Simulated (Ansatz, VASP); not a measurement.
CuF in VASP and in Ansatz

```xyz
4
Lattice="2.8356 0.0000 0.0000 -1.4178 2.4557 0.0000 0.0000 0.0000 6.7390" Properties=species:S:1:pos:R:3 pbc="T T T"
Cu    0.0000    1.6371    0.3105
Cu    1.4178    0.8186    3.6800
F     0.0000    1.6371    2.2166
F     1.4178    0.8186    5.5861
```

Alike in both runs: task single point; functional PBE; k mesh 9 × 9 × 4; occupations fermi-dirac, width 0.02 eV; no spin polarisation.

```csv
,VASP,Ansatz
version,VASP 6.6.1,Ansatz 0.2.0
potentials or method,"VASP PAW PBE potentials, release 64 (Cu_sv_GW, F)","plane waves, PAW"
plane-wave cutoff (eV),820,420
valence electrons in the cell,52,52
```

|  | VASP | Ansatz | Ansatz less VASP |
| --- | --- | --- | --- |
| pressure (GPa) | 2.2 | 2.9 | +0.71 |
| traceless stress, the component that is largest in VASP (GPa) | 2.26 | 2.12 | -0.142 |
| rms of the force components (eV/Å) | 0.032 | 0.024 | -0.0078 |

Atom by atom the forces differ by 0.008 eV/Å (rms over components).
